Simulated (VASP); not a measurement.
Crystal: C.

```
C
1.0
     0.01783    1.79232    1.79232
     1.79232    0.01783    1.79232
     1.79232    1.79232    0.01783
C
2
Direct
  0.50000 0.50000 0.50000
  0.75000 0.75000 0.75000
```

This cell differs from its parent crystal: equal xy, yz and zx shear strains of +1 %.

Base run:

```yaml
Program: VASP 6.6.1
Functional: LDA
Potentials_or_basis: VASP PAW LDA potentials, release 64 (C)
Cutoff: 520 eV
k_mesh: 16 × 16 × 16
Occupations: fermi-dirac, width 0.03 eV
Spin: no spin polarisation
```

Its results: band gap on the k mesh 4.08 eV (least direct gap 5.22 eV); pressure -11.5 GPa; largest force 0.035 eV/Å.

**Question.** The run is repeated on the same cell with these changes: cutoff from 520 eV to 600 eV; further incar settings from ALGO = Normal; EDIFF = 1e-08; NBANDS = 11 to ALGO = Normal; EDIFF = 1e-06; NBANDS = 11. What comes out?

**Answer.** Band gap on the k mesh 4.09 eV (least direct gap 5.22 eV); pressure -12.2 GPa; largest force 0.035 eV/Å.

Caveats: the cell stands under tension.

A k mesh can miss the band edges.
